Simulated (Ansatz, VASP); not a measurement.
One calculation of Re, two programs

```
Re
1.0
     2.75052    0.00000    0.00000
    -1.37526    2.38202    0.00000
     0.00000    0.00000    4.49158
Re
2
Direct
  0.00000 0.00000 0.00000
  0.33333 0.66667 0.50000
```

Alike in both runs: task relaxation of cell and atoms; functional PBEsol; k mesh 18 × 18 × 10; occupations gaussian, width 0.1 eV; no spin polarisation.

|  | VASP | Ansatz |
| --- | --- | --- |
| version | VASP 6.6.1 | Ansatz 0.2.0 |
| potentials or method | VASP PAW PBE potentials, release 64 (Re), cutoff 600 eV | scalar-relativistic, plane waves, PAW |
| valence electrons in the cell | 14 | 30 |

|  | VASP | Ansatz | Ansatz less VASP |
| --- | --- | --- | --- |
| gap on the k mesh at the Fermi level, each at its own relaxed structure (eV) | none | none | - |
| relaxed volume (Å³/atom) | 14.56 | 14.55 | -0.005 |
| relaxed length of the cell vector where the two differ most in proportion (Å) | 2.751 | 2.750 | -0.0004 |

VASP's potentials were made for PBE, not for PBEsol. A gap of «none» marks a metal or a gap that the smearing closes. VASP's potentials hold 14 valence electrons a cell and Ansatz's 30, so a difference there can come from the potentials and not from the codes.

Neither program's run includes spin-orbit coupling.
